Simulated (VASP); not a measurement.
# PbS (R3m) in VASP: a series of runs, part 2 of 2

VASP 6.6.1. Earlier steps stand in the parts before.

### Step 3. Single point, PBEsol (strained)

Contents of INCAR:

```
ALGO = Normal
EDIFF = 1E-6
ENCUT = 520
GGA = PS
ISIF = 2
ISMEAR = 0
LASPH = True
LCHARG = True
LELF = True
LREAL = False
LVHAR = True
LWAVE = False
NBANDS = 17
NELM = 60
PREC = Accurate
SIGMA = 0.02
```

Contents of KPOINTS:

```
k-points
0
Gamma
  9 9 9
```

Contents of POSCAR:

```
PbS
1.0
    2.1631965738      1.2489221241      3.2238136259
   -2.1631965738      1.2489221241      3.2238136259
    0.0000000000     -2.4978442484      3.2238136259
Pb S
1 1
Direct
    0.9863596633      0.9863596633      0.9863596633
    0.4692416667      0.4692416667      0.4692416667
```

Potentials or basis: VASP PAW PBE potentials, release 64 (Pb_d, S).

On the command line:

```bash
$ cat potpaw_PBE.64/Pb_d/POTCAR potpaw_PBE.64/S/POTCAR > POTCAR
$ mpirun -np 1 vasp_std > vasp.out
```

OUTCAR:

```text
EDIFF = 1E-6
   ENCUT = 520
   GGA = PS
   ISIF = 2
   ISMEAR = 0
   LASPH = True
   LREAL = False
   NELM = 60
   PREC = Accurate

 ion  position               nearest neighbor table
   1  0.986  0.986  0.986-   2 2.89   2 2.89   2 2.89   2 3.07   2 3.07   2 3.07
   2  0.469  0.469  0.469-   1 2.89   1 2.89   1 2.89   1 3.07   1 3.07   1 3.07

  LATTYP: Found a trigonal (rhomboedric) cell.
 ALAT       =     4.0782594551
 COS(alpha) =     0.4373060250

  Lattice vectors:

 A1 = (   2.1631965738,   1.2489221241,   3.2238136259)
 A2 = (  -2.1631965738,   1.2489221241,   3.2238136259)
 A3 = (   0.0000000000,  -2.4978442484,   3.2238136259)

Analysis of symmetry for initial positions (statically):
=====================================================================
 Subroutine PRICEL returns:
 Original cell was already a primitive cell.

 Routine SETGRP: Setting up the symmetry group for a
 trigonal (rhombohedral) supercell.

 Subroutine GETGRP returns: Found  6 space group operations
 (whereof  6 operations were pure point group operations)
 out of a pool of 12 trial point group operations.

The static configuration has the point symmetry C_3v.
[... 160 lines left out ...]

 E-fermi :   5.6277     XC(G=0):  -9.8817

 val. band max:        5.4926723885   @ k =   0.4444   0.0000   0.0000
 cond. band min:       5.9469549436   @ k =   0.4444   0.4444   0.4444
 fundamental gap:      0.4542825551
 Fermi energy:         5.6276589066

 k-point     1 :       0.0000    0.0000    0.0000
  band No.  band energies     occupation
      1     -11.1048      2.00000
      2     -11.1048      2.00000
      3     -11.0957      2.00000
      4     -11.0607      2.00000
      5     -11.0607      2.00000
      6      -7.9293      2.00000
[... 457 lines left out ...]
      4     -11.0345      2.00000
      5     -11.0187      2.00000
      6      -6.2970      2.00000
[... 9 lines left out ...]
     16      17.1250      0.00000
     17      17.9359      0.00000

 [... further k-points ...]

------------------------ aborting loop because EDIFF is reached ----------------------------------------

  FORCE on cell =-STRESS in cart. coord.  units (eV):
  Direction    XX          YY          ZZ          XY          YZ          ZX
  --------------------------------------------------------------------------------------
  -------------------------------------------------------------------------------------
  Total       -0.6290109     -0.6290109      0.4098850      0.0000000     -0.0000000      0.0000000
  in kB      -19.2848498    -19.2848498     12.5666664      0.0000000     -0.0000000      0.0000000
  external PRESSURE =      -8.6676777 kB  Pullay stress =       0.0000000 kB

 VOLUME and BASIS-vectors are now :
 -----------------------------------------------------------------------------
  energy-cutoff  :      520.00
  volume of cell :       52.26
      direct lattice vectors                 reciprocal lattice vectors
     2.163196574  1.248922124  3.223813626     0.231139419  0.133448406  0.103397210
    -2.163196574  1.248922124  3.223813626    -0.231139419  0.133448406  0.103397210
     0.000000000 -2.497844248  3.223813626     0.000000000 -0.266896812  0.103397210

 POSITION                                       TOTAL-FORCE (eV/Angst)
 -----------------------------------------------------------------------------------
      0.00000     -0.00000      9.53952         0.000000      0.000000     -0.147777
      0.00000     -0.00000      4.53824         0.000000     -0.000000      0.147777
 -----------------------------------------------------------------------------------
    total drift:                                0.000000      0.000000     -0.001181

  FREE ENERGIE OF THE ION-ELECTRON SYSTEM (eV)
  ---------------------------------------------------
  free  energy   TOTEN  =        -9.4111795800 eV

  energy  without entropy=       -9.4111795800  energy(sigma->0) =       -9.41117958
```

OSZICAR:

```text
N       E                     dE             d eps       ncg     rms          rms(c)
DAV:   1     0.155893237250E+03    0.15589E+03   -0.95384E+03  2890   0.125E+03
DAV:   2     0.248263535150E+01   -0.15341E+03   -0.14780E+03  3074   0.318E+02
DAV:   3    -0.951411148044E+01   -0.11997E+02   -0.11844E+02  3775   0.924E+01
DAV:   4    -0.981583217920E+01   -0.30172E+00   -0.30140E+00  3719   0.158E+01
DAV:   5    -0.982669732459E+01   -0.10865E-01   -0.10864E-01  4262   0.295E+00    0.440E+00
DAV:   6    -0.941572233539E+01    0.41097E+00   -0.11801E+00  4561   0.776E+00    0.298E+00
DAV:   7    -0.941189123122E+01    0.38311E-02   -0.11350E-01  3495   0.174E+00    0.161E+00
DAV:   8    -0.941140673766E+01    0.48449E-03   -0.11904E-02  3554   0.107E+00    0.154E-01
DAV:   9    -0.941110783842E+01    0.29890E-03   -0.23334E-03  4677   0.369E-01    0.811E-02
DAV:  10    -0.941117965317E+01   -0.71815E-04   -0.20223E-04  3404   0.863E-02    0.392E-02
DAV:  11    -0.941117951700E+01    0.13617E-06   -0.19890E-05  4027   0.447E-02    0.108E-02
DAV:  12    -0.941117958002E+01   -0.63015E-07   -0.10311E-06  2712   0.954E-03
   1 F= -.94111796E+01 E0= -.94111796E+01  d E =-.152858E-23
```

Wall time 58 s (1 thread of Intel Xeon 8259CL, shared host); peak memory 0.22 GiB.

Results:

| Property | Result |
| --- | --- |
| Free energy | -9.4112 eV |
| Pressure | -0.9 GPa |
| Largest force | 0.148 eV/Å |

Forces in eV/Å, atoms in the order of the input:
```
Pb   0.000  0.000 -0.148
S    0.000  0.000  0.148
```

Caveat: the cell differs from its parent crystal (strained); this odd mesh misses L, so gap, dielectric constants and Born charges aren't listed; the PAW data sets were made with another functional, which shifts forces and pressure a little; spin-orbit coupling is left out, which moves the levels of the heavy elements.
